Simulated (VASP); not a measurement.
# Cs (P6_3/mmc) in VASP: notebook

Cs is run at these levels: BLYP; tasks: single point.

Program: VASP 6.6.1. These are calculated values, not measurements. Logs are shortened: lines on timing, memory, paths and dates and some standing lists are left out, and cuts for length are marked.

## (1) The cell of the first run

The structure is hexagonal, space group P6_3/mmc (No. 194). The conventional cell has a = 5.608 Å, b = 5.608 Å, c = 9.170 Å, α = 90.00°, β = 90.00°, γ = 120.00°.

## (2) Single point, BLYP

INCAR

```
PREC = Accurate
ENCUT = 520
EDIFF = 1E-6
ISMEAR = -1
SIGMA = 0.1
LREAL = False
LASPH = True
NELM = 100
ALGO = Normal
ISIF = 2
LWAVE = False
LCHARG = True
GGA = B5
ALDAX = 1.0
AGGAX = 1.0
AGGAC = 1.0
ALDAC = 0.0
LELF = True
LVHAR = True
NBANDS = 16
```

KPOINTS

```
Automatic mesh
0
Gamma
  8 8 4
```

POSCAR

```
Cs
1.0
    5.6078206822      0.0000000000      0.0000000000
   -2.8039103411      4.8565151706      0.0000000000
    0.0000000000      0.0000000000      9.1702498816
Cs
2
Direct
    0.3333333333      0.6666666667      0.2500000000
    0.6666666667      0.3333333333      0.7500000000
```

Potentials or basis: VASP PAW PBE potentials, release 64 (Cs_sv).

Launch:

```sh
> cat potpaw_PBE.64/Cs_sv/POTCAR > POTCAR
> mpirun -np 1 vasp_std > vasp.out
```

OUTCAR:

```text
PREC = Accurate
   ENCUT = 520
   EDIFF = 1E-6
   ISMEAR = -1
   LREAL = False
   LASPH = True
   NELM = 100
   ISIF = 2
   GGA = B5

 ion  position               nearest neighbor table
   1  0.333  0.667  0.250-
   2  0.667  0.333  0.750-

  LATTYP: Found a hexagonal cell.
 ALAT       =     5.6078206822
 C/A-ratio  =     1.6352608975

  Lattice vectors:

 A1 = (   5.6078206822,   0.0000000000,   0.0000000000)
 A2 = (  -2.8039103411,   4.8565151706,   0.0000000000)
 A3 = (   0.0000000000,   0.0000000000,   9.1702498816)

Analysis of symmetry for initial positions (statically):
=====================================================================
 Subroutine PRICEL returns:
 Original cell was already a primitive cell.

 Routine SETGRP: Setting up the symmetry group for a
 hexagonal supercell.

 Subroutine GETGRP returns: Found 24 space group operations
 (whereof 12 operations were pure point group operations)
 out of a pool of 24 trial point group operations.

The static configuration has the point symmetry D_3d.
 The point group associated with its full space group is D_6h.

Analysis of symmetry for dynamics (positions and initial velocities):
=====================================================================
 Subroutine PRICEL returns:
 Original cell was already a primitive cell.

 Routine SETGRP: Setting up the symmetry group for a
 hexagonal supercell.

 Subroutine GETGRP returns: Found 24 space group operations
 (whereof 12 operations were pure point group operations)
 out of a pool of 24 trial point group operations.

The dynamic configuration has the point symmetry D_3d.
 The point group associated with its full space group is D_6h.

 Subroutine INISYM returns: Found 24 space group operations
 (whereof 12 operations are pure point group operations),
 and found     1 'primitive' translations

----------------------------------------------------------------------------------------

                                     Primitive cell

  volume of cell :     249.7469

  direct lattice vectors                    reciprocal lattice vectors
     5.607820682  0.000000000  0.000000000     0.178322392  0.102954481  0.000000000
    -2.803910341  4.856515171  0.000000000     0.000000000  0.205908962  0.000000000
     0.000000000  0.000000000  9.170249882     0.000000000  0.000000000  0.109048283

  length of vectors
     5.607820682  5.607820682  9.170249882     0.205908962  0.205908962  0.109048283

  position of ions in fractional coordinates (direct lattice)
     0.333333333  0.666666667  0.250000000
     0.666666667  0.333333333  0.750000000

  ion indices of the primitive-cell ions
   primitive index   ion index
                 1           1
                 2           2

----------------------------------------------------------------------------------------

 KPOINTS: Automatic mesh

Automatic generation of k-mesh.
 Grid dimensions read from file:
 generate k-points for:    8    8    4

 Generating k-lattice:

  Cartesian coordinates                     Fractional coordinates (reciprocal lattice)
     0.022290299  0.012869310  0.000000000     0.125000000  0.000000000  0.000000000
     0.000000000  0.025738620  0.000000000     0.000000000  0.125000000  0.000000000
     0.000000000  0.000000000  0.027262071     0.000000000  0.000000000  0.250000000

  Length of vectors
     0.025738620  0.025738620  0.027262071

  Shift w.r.t. Gamma in fractional coordinates (k-lattice)
     0.000000000  0.000000000  0.000000000

 Subroutine IBZKPT returns following result:
 ===========================================

 Found     30 irreducible k-points:

 Following reciprocal coordinates:
            Coordinates               Weight
  0.000000  0.000000  0.000000      1.000000
  0.125000  0.000000  0.000000      6.000000
  0.250000  0.000000  0.000000      6.000000
  0.375000 -0.000000  0.000000      6.000000
  0.500000  0.000000  0.000000      3.000000
  0.125000  0.125000  0.000000      6.000000
[... 16 lines left out ...]
  0.250000  0.000000  0.500000      6.000000
  0.375000 -0.000000  0.500000      6.000000
 [... further k-points ...]
   k-points           NKPTS =     30   k-points in BZ     NKDIM =     30   number of bands    NBANDS=     16
   number of dos      NEDOS =    301   number of ions     NIONS =      2
   total plane-waves  NPLWV = 123480
   dimension x,y,z NGX =    42 NGY =   42 NGZ =   70
   dimension x,y,z NGXF=    84 NGYF=   84 NGZF=  140
   ions per type =               2
   NGX,Y,Z   is equivalent  to a cutoff of  12.45, 12.45, 12.69 a.u.
   NGXF,Y,Z  is equivalent  to a cutoff of  24.90, 24.90, 25.38 a.u.
 SYSTEM =  unknown system
   PREC   = accura    normal or accurate (medium, high low for compatibility)
   ISTART =      0    job   : 0-new  1-cont  2-samecut
   ICHARG =      2    charge: 1-file 2-atom 10-const
   ISPIN  =      1    spin polarized calculation?
   LNONCOLLINEAR =      F non collinear calculations
[... 23 lines left out ...]
     AMIX     =   0.40;   BMIX     =  1.00
     AMIX_MAG =   1.60;   BMIX_MAG =  1.00
  volume/ion in A,a.u.               =     124.87       842.69
  Fermi-wavevector in a.u.,A,eV,Ry     =   0.681290  1.287452  6.315236  0.464157
  Thomas-Fermi vector in A             =   1.760030
   LORBIT       =      0    0 simple, 1 ext, 2 COOP (PROOUT), +10 PAW based schemes
   GGA     = B5    functional components
   LHFCALC =     F    Hartree Fock is set to
   AEXX    =    0.0000 exact exchange contribution
   IVDW    =     0    specifies the selected vdW correction
   LEPSILON=     F    determine dielectric tensor
   LRPA    =     F    only Hartree local field effects (RPA)
 non-spin polarized calculation
  energy-cutoff  :      520.00
  volume of cell :      249.75
 maximum number of plane-waves:      6768
 NGX is ok and might be reduce to    42
   NGX = 21   NGY = 21   NGZ = 35

 number of electron      17.9999998 magnetization

 Free energy of the ion-electron system (eV)
  ---------------------------------------------------
  ext. energy  EPLUGINS =         0.00000000
  ---------------------------------------------------
  free energy    TOTEN  =        -1.09066027 eV

  energy without entropy =       -1.00750277  energy(sigma->0) =       -1.04908152

 E-fermi :   0.6763     XC(G=0):  -4.7834

 val. band max:        0.6424253665   @ k =   0.3750   0.1250   0.2500
 cond. band min:       0.6939828635   @ k =   0.5000   0.0000   0.2500
 fundamental gap:      0.0515574970
 Fermi energy:         0.6762981220

 k-point     1 :       0.0000    0.0000    0.0000
  band No.  band energies     occupation
      1     -23.3001      2.00000
      2     -23.2960      2.00000
      3     -10.1999      2.00000
      4     -10.1124      2.00000
      5     -10.1124      2.00000
      6     -10.0980      2.00000
[... 8 lines left out ...]
     15       3.1290      0.00000
     16       3.1290      0.00000

 k-point     2 :       0.1250    0.0000    0.0000
  band No.  band energies     occupation
      1     -23.2995      2.00000
      2     -23.2957      2.00000
      3     -10.1950      2.00000
      4     -10.1238      2.00000
      5     -10.1160      2.00000
      6     -10.1099      2.00000
[... 8 lines left out ...]
     15       3.0863      0.00000
     16       3.2008      0.00000

 k-point     3 :       0.2500    0.0000    0.0000
  band No.  band energies     occupation
      1     -23.2982      2.00000
      2     -23.2951      2.00000
      3     -10.1817      2.00000
      4     -10.1517      2.00000
      5     -10.1379      2.00000
      6     -10.1245      2.00000
[... 8 lines left out ...]
     15       3.0555      0.00000
     16       3.3517      0.00000

 k-point     4 :       0.3750   -0.0000    0.0000
  band No.  band energies     occupation
      1     -23.2967      2.00000
      2     -23.2947      2.00000
      3     -10.1796      2.00000
      4     -10.1650      2.00000
      5     -10.1649      2.00000
      6     -10.1326      2.00000
[... 8 lines left out ...]
     15       2.8711      0.00000
     16       3.6866      0.00000
[... 324 lines left out ...]
 k-point    22 :       0.1250    0.0000    0.5000
  band No.  band energies     occupation
      1     -23.2976      2.00000
      2     -23.2976      2.00000
      3     -10.1515      2.00000
      4     -10.1515      2.00000
      5     -10.1134      2.00000
      6     -10.1134      2.00000
[... 8 lines left out ...]
     15       2.9639      0.00000
     16       2.9639      0.00000

 k-point    23 :       0.2500    0.0000    0.5000
  band No.  band energies     occupation
      1     -23.2966      2.00000
      2     -23.2966      2.00000
      3     -10.1644      2.00000
      4     -10.1644      2.00000
      5     -10.1244      2.00000
      6     -10.1244      2.00000
[... 8 lines left out ...]
     15       3.1672      0.00000
     16       3.1672      0.00000

 k-point    24 :       0.3750   -0.0000    0.5000
  band No.  band energies     occupation
      1     -23.2957      2.00000
      2     -23.2957      2.00000
      3     -10.1863      2.00000
      4     -10.1863      2.00000
      5     -10.1260      2.00000
      6     -10.1260      2.00000
[... 8 lines left out ...]
     15       3.2738      0.00000
     16       3.2738      0.00000

 [... further k-points ...]
[... 5 lines left out ...]
  --------------------------------------------------------------------------------------
  -------------------------------------------------------------------------------------
  Total        0.0173154      0.0173154     -0.0137972     -0.0000000      0.0000000      0.0000000
  in kB        0.1110821      0.1110821     -0.0885122     -0.0000000      0.0000000      0.0000000
  external PRESSURE =       0.0445507 kB  Pullay stress =       0.0000000 kB

 VOLUME and BASIS-vectors are now :
 -----------------------------------------------------------------------------
  energy-cutoff  :      520.00
  volume of cell :      249.75
      direct lattice vectors                 reciprocal lattice vectors
     5.607820682  0.000000000  0.000000000     0.178322392  0.102954481  0.000000000
    -2.803910341  4.856515171  0.000000000     0.000000000  0.205908962  0.000000000
     0.000000000  0.000000000  9.170249882     0.000000000  0.000000000  0.109048283

 POSITION                                       TOTAL-FORCE (eV/Angst)
 -----------------------------------------------------------------------------------
     -0.00000      3.23768      2.29256         0.000000      0.000000      0.000000
      2.80391      1.61884      6.87769        -0.000000      0.000000      0.000000
 -----------------------------------------------------------------------------------
    total drift:                               -0.000000      0.000000     -0.000000

  FREE ENERGIE OF THE ION-ELECTRON SYSTEM (eV)
  ---------------------------------------------------
  free  energy   TOTEN  =        -1.0906602737 eV

  energy  without entropy=       -1.0075027713  energy(sigma->0) =       -1.04908152
```

It took 4 min on 1 thread of Oxide Virtual Turin-like, shared host; peak memory 0.33 GiB.

What came out:

```yaml
Free_energy: -1.0907 eV
Pressure: 0.0 GPa
Band_gap_on_the_k_mesh: zero (band 9 reaches 1.25 eV, above the bottom of band 10 at -0.32 eV)
```

Levels at points of the mesh, in eV from the Fermi level:
```
           k point  band 7  band 8  band 9  band 10  band 11  band 12
(0.00, 0.00, 0.00)  -10.77  -10.77   -1.57    -0.07     0.86     2.20
(0.50, 0.00, 0.00)  -10.80  -10.79   -0.04     0.42     0.86     0.95
(0.00, 0.00, 0.50)  -10.78  -10.78   -1.00    -1.00     1.56     1.56
(0.50, 0.00, 0.50)  -10.80  -10.80    0.18     0.18     0.95     0.95
```

Caveat: the PAW data sets were made with another functional, which shifts forces and pressure a little; spin-orbit coupling is left out, which moves the levels of the heavy elements.

## (3) Single point, BLYP (volume scaled by 1.04)

INCAR

```
SYSTEM = Cs
  AGGAC = 1.0
  AGGAX = 1.0
  ALDAC = 0.0
  ALDAX = 1.0
  ALGO = Normal
  EDIFF = 1E-6
  ENCUT = 520
  GGA = B5
  ISIF = 2
  ISMEAR = -1
  LASPH = .TRUE.
  LCHARG = .FALSE.
  LREAL = .FALSE.
  LWAVE = .FALSE.
  NBANDS = 16
  NELM = 100
  PREC = Accurate
  SIGMA = 0.1
```

KPOINTS

```
k-points
0
G
  8 8 4
  0 0 0
```

POSCAR

```
Cs
1.0
    5.6816162591      0.0000000000      0.0000000000
   -2.8408081295      4.9204240149      0.0000000000
    0.0000000000      0.0000000000      9.2909249029
Cs
2
Direct
    0.3333333333      0.6666666667      0.2500000000
    0.6666666667      0.3333333333      0.7500000000
```

Potentials or basis: VASP PAW PBE potentials, release 64 (Cs_sv).

Launch:

```sh
> cat potpaw_PBE.64/Cs_sv/POTCAR > POTCAR
> mpirun -np 1 vasp_std > vasp.out
```

Run time: 3.9 min. Hardware: 1 thread of Oxide Virtual Turin-like, shared host; peak memory 0.33 GiB.

The run converged. Its results:

| Property | Result |
| --- | --- |
| Free energy | -1.0896 eV |
| Pressure | -0.1 GPa |
| Band gap on the k mesh | zero (band 9 reaches 1.16 eV, above the bottom of band 10 at -0.40 eV) |

Levels at points of the mesh, in eV from the Fermi level:
```
           k point  band 6  band 7  band 8  band 9  band 10  band 11  band 12  band 13
(0.00, 0.00, 0.00)  -10.80  -10.80  -10.80   -1.53    -0.06     0.83     2.18     2.18
(0.50, 0.00, 0.00)  -10.83  -10.82  -10.81   -0.04     0.42     0.88     0.96     1.55
(0.00, 0.00, 0.50)  -10.80  -10.80  -10.80   -0.98    -0.98     1.55     1.55     2.17
(0.50, 0.00, 0.50)  -10.82  -10.82  -10.82    0.19     0.19     0.93     0.93     1.59
```

Caveat: the PAW data sets were made with another functional, which shifts forces and pressure a little; spin-orbit coupling is left out, which moves the levels of the heavy elements.

## (4) Single point, BLYP (volume scaled by 1.08)

INCAR

```
SYSTEM = Cs
AGGAC    = 1.0          
AGGAX    = 1.0          
ALDAC    = 0.0          
ALDAX    = 1.0          
ALGO     = Normal         ! electronic algorithm
EDIFF    = 1E-6           ! SCF threshold, eV
ENCUT    = 520            ! plane-wave cutoff, eV
GGA      = B5             ! functional
ISIF     = 2              ! what is computed and relaxed
ISMEAR   = -1             ! smearing method
LASPH    = .True.         ! aspherical terms in the spheres
LCHARG   = .True.         ! write CHGCAR
LELF     = .True.         ! ELF
LREAL    = .False.        ! projectors in reciprocal space
LVHAR    = .True.       
LWAVE    = .False.        ! write WAVECAR
NBANDS   = 16             ! bands
NELM     = 60             ! most SCF steps
PREC     = Accurate       ! precision mode
SIGMA    = 0.1            ! smearing width, eV
```

KPOINTS

```
k-points
0
Gamma
  8 8 4
  0 0 0
```

POSCAR

```
Cs
1.0
    5.7535430879      0.0000000000      0.0000000000
   -2.8767715439      4.9827144759      0.0000000000
    0.0000000000      0.0000000000      9.4085440335
Cs
2
Direct
    0.3333333333      0.6666666667      0.2500000000
    0.6666666667      0.3333333333      0.7500000000
```

Launch:

```sh
> cat potpaw_PBE.64/Cs_sv/POTCAR > POTCAR
> mpirun -np 1 vasp_std > vasp.out
```

Run time: 4.8 min. Hardware: 1 thread of Oxide Virtual Turin-like, shared host; peak memory 0.41 GiB.

It converged, with:

```
Free energy            : -1.0853 eV
Pressure               : -0.1 GPa
Band gap on the k mesh : zero (band 9 reaches 1.08 eV, above the bottom of band 10 at -0.46 eV)
```

Levels at points of the mesh, in eV from the Fermi level:
| k point | band 7 | band 8 | band 9 | band 10 | band 11 | band 12 |
| --- | --- | --- | --- | --- | --- | --- |
| (0.00, 0.00, 0.00) | -10.82 | -10.82 | -1.49 | -0.05 | 0.81 | 2.16 |
| (0.50, 0.00, 0.00) | -10.84 | -10.83 | -0.04 | 0.41 | 0.90 | 0.96 |
| (0.00, 0.00, 0.50) | -10.83 | -10.83 | -0.96 | -0.96 | 1.54 | 1.54 |
| (0.50, 0.00, 0.50) | -10.84 | -10.84 | 0.20 | 0.20 | 0.91 | 0.91 |

Caveat: the PAW data sets were made with another functional, which shifts forces and pressure a little; spin-orbit coupling is left out, which moves the levels of the heavy elements.

## (5) Single point, BLYP (volume scaled by 1.12)

INCAR

```
PREC = Accurate
ENCUT = 520
EDIFF = 1E-6
ISMEAR = -1
SIGMA = 0.1
LREAL = False
LASPH = True
NELM = 100
ALGO = Normal
ISIF = 2
LWAVE = False
LCHARG = False
GGA = B5
ALDAX = 1.0
AGGAX = 1.0
AGGAC = 1.0
ALDAC = 0.0
NBANDS = 16
```

KPOINTS

```
regular mesh
0
Gamma
  8 8 4
```

POSCAR

```
Cs
1.0
    5.8237151633      0.0000000000      0.0000000000
   -2.9118575817      5.0434852758      0.0000000000
    0.0000000000      0.0000000000      9.5232936846
Cs
2
Direct
    0.3333333333      0.6666666667      0.2500000000
    0.6666666667      0.3333333333      0.7500000000
```

Launch:

```sh
> cat potpaw_PBE.64/Cs_sv/POTCAR > POTCAR
> mpirun -np 1 vasp_std > vasp.out
```

Wall time 5.7 min (1 thread of Oxide Virtual Turin-like, shared host); peak memory 0.42 GiB.

The run converged. Its results:

| Property | Result |
| --- | --- |
| Free energy | -1.0782 eV |
| Pressure | -0.1 GPa |
| Band gap on the k mesh | zero (band 9 reaches 0.99 eV, above the bottom of band 10 at -0.52 eV) |

Levels at points of the mesh, in eV from the Fermi level:
```
           k point  band 6  band 7  band 8  band 9  band 10  band 11  band 12  band 13
(0.00, 0.00, 0.00)  -10.84  -10.84  -10.84   -1.46    -0.04     0.79     2.14     2.14
(0.50, 0.00, 0.00)  -10.87  -10.86  -10.85   -0.04     0.41     0.92     0.97     1.51
(0.00, 0.00, 0.50)  -10.85  -10.85  -10.85   -0.94    -0.94     1.53     1.53     2.14
(0.50, 0.00, 0.50)  -10.86  -10.86  -10.86    0.21     0.21     0.89     0.89     1.58
```

Caveat: the PAW data sets were made with another functional, which shifts forces and pressure a little; spin-orbit coupling is left out, which moves the levels of the heavy elements.

## (6) Single point, BLYP

INCAR

```
SYSTEM = Cs
PREC = Accurate ; ENCUT = 520
EDIFF = 1E-7 ; ISMEAR = -1
SIGMA = 0.1 ; LREAL = .False.
LASPH = .True. ; NELM = 100
ALGO = Normal ; ISIF = 2
LWAVE = .False. ; LCHARG = .True.
GGA = B5 ; ALDAX = 1.0
AGGAX = 1.0 ; AGGAC = 1.0
ALDAC = 0.0 ; LELF = .True.
LVHAR = .True. ; NBANDS = 16
```

KPOINTS

```
Automatic mesh
0
Gamma
  11 11 6
  0 0 0
```

POSCAR

```
Cs
1.0
    5.6078206822      0.0000000000      0.0000000000
   -2.8039103411      4.8565151706      0.0000000000
    0.0000000000      0.0000000000      9.1702498816
Cs
2
Direct
    0.3333333333      0.6666666667      0.2500000000
    0.6666666667      0.3333333333      0.7500000000
```

Potentials or basis: VASP PAW PBE potentials, release 64 (Cs_sv).

Launch:

```sh
> cat potpaw_PBE.64/Cs_sv/POTCAR > POTCAR
> mpirun -np 1 vasp_std > vasp.out
```

Wall time 9.1 min (1 thread of Oxide Virtual Turin-like, shared host); peak memory 0.42 GiB.

It converged, with:

```yaml
Free_energy: -1.0913 eV
Pressure: 0.0 GPa
Band_gap_on_the_k_mesh: zero (band 9 reaches 1.32 eV, above the bottom of band 10 at -0.32 eV)
```

Levels at points of the mesh, in eV from the Fermi level:
```tsv
k point	band 7	band 8	band 9	band 10	band 11	band 12
(0.00, 0.00, 0.00)	-10.78	-10.78	-1.58	-0.07	0.85	2.19
(0.00, 0.00, 0.50)	-10.79	-10.79	-1.01	-1.01	1.55	1.55
```

Caveat: the PAW data sets were made with another functional, which shifts forces and pressure a little; spin-orbit coupling is left out, which moves the levels of the heavy elements.

## (7) Summary

```tsv
cell	k mesh	gap on the mesh (eV)	pressure (GPa)
a = 5.608, b = 5.608, c = 9.170 Å, angles 90.0, 90.0, 120.0°, 2 atoms	8 × 8 × 4	none	0.0
a = 5.682, b = 5.682, c = 9.291 Å, angles 90.0, 90.0, 120.0°, 2 atoms	8 × 8 × 4	none	-0.1
a = 5.754, b = 5.754, c = 9.409 Å, angles 90.0, 90.0, 120.0°, 2 atoms	8 × 8 × 4	none	-0.1
a = 5.824, b = 5.824, c = 9.523 Å, angles 90.0, 90.0, 120.0°, 2 atoms	8 × 8 × 4	none	-0.1
a = 5.608, b = 5.608, c = 9.170 Å, angles 90.0, 90.0, 120.0°, 2 atoms	11 × 11 × 6	none	0.0
```

Alike in all rows: task single point; level BLYP; potentials or basis VASP PAW PBE potentials, release 64 (Cs_sv); no spin polarisation; cutoff (eV) 520; smearing fermi-dirac 0.1 eV.

Caveats: the PAW data sets were made with another functional, which shifts forces and pressure a little; spin-orbit coupling is left out, which moves the levels of the heavy elements.

Absolute energies hang on the potentials; compare differences alone.
